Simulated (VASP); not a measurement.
Wanted: the native input for a VASP 6.6.1 run.

```yaml
Task: single point
Functional: PBE
Potentials_or_basis: VASP PAW PBE potentials, release 64 (Al, Fe, B)
Cutoff: 520 eV
k_mesh: 10 × 10 × 5
Occupations: gaussian, width 0.1 eV
Spin: collinear spin, antiferromagnetic start
Starting_moments: "[0.0, 0.0, 4.0, 4.0, 4.0, -4.0, -4.0, -4.0, 0.0, 0.0] μB"
Dipole_correction: no
Further_INCAR_settings: ALGO = Normal; EDIFF = 1e-06; NBANDS = 45
```

The structure of AlFe3B lies in POSCAR:

```
AlFe3B
1.0
    3.8223220000      0.0000000000      0.0000000000
    0.0000000000      3.8223220000      0.0000000000
    0.0000000000      0.0000000000      7.6446440000
Al Fe B
2 6 2
Direct
    0.5000000000      0.5000000000      0.2500000000
    0.5000000000      0.5000000000      0.7500000000
    0.5000000000      0.0000000000      0.0000000000
    0.0000000000      0.5000000000      0.0000000000
    0.0000000000      0.0000000000      0.2500000000
    0.5000000000      0.0000000000      0.5000000000
    0.0000000000      0.5000000000      0.5000000000
    0.0000000000      0.0000000000      0.7500000000
    0.0000000000      0.0000000000      0.0000000000
    0.0000000000      0.0000000000      0.5000000000
```

These files were run (other wordings do the same):

INCAR

```
  PREC = Accurate
  ENCUT = 520
  EDIFF = 1E-6
  ISMEAR = 0
  SIGMA = 0.1
  LREAL = F
  LASPH = T
  NELM = 150
  ALGO = Normal
  ISIF = 2
  LWAVE = F
  LCHARG = T
  ISPIN = 2
  MAGMOM = 0 0 4 4 4 -4 -4 -4 0 0
  LORBIT = 11
  LMAXMIX = 4
  GGA = PE
  LELF = T
  LVHAR = T
  NBANDS = 45
```

KPOINTS

```
regular mesh
0
Gamma
  10 10 5
```

Potentials or basis: VASP PAW PBE potentials, release 64 (Al, Fe, B).

Launch:

```console
$ cat potpaw_PBE.64/Al/POTCAR potpaw_PBE.64/Fe/POTCAR potpaw_PBE.64/B/POTCAR > POTCAR
$ mpirun -np 1 vasp_std > vasp.out
```

Results of the run:

| Quantity | Value |
| --- | --- |
| Pressure | -0.9 GPa |
| Band gap on the k mesh | zero (filled and empty bands overlap) |
| Net moment | 0.00 μB per cell |
| Site moments | Al -0.01, +0.01; Fe +1.31, +1.57, -1.31, -1.57 (each value once); B -0.06, +0.06 μB |
| Valence electrons inside the program's atomic spheres | Al 0.74; Fe 7.45; B 2.12 |

Caveat: the antiferromagnetic order is the one typed at the start, and another may lie lower.

Wall time 6.2 min on 1 thread of Intel(R) Xeon(R) 6975P-C (Granite Rapids) (shared host), peak memory 0.55 GiB.
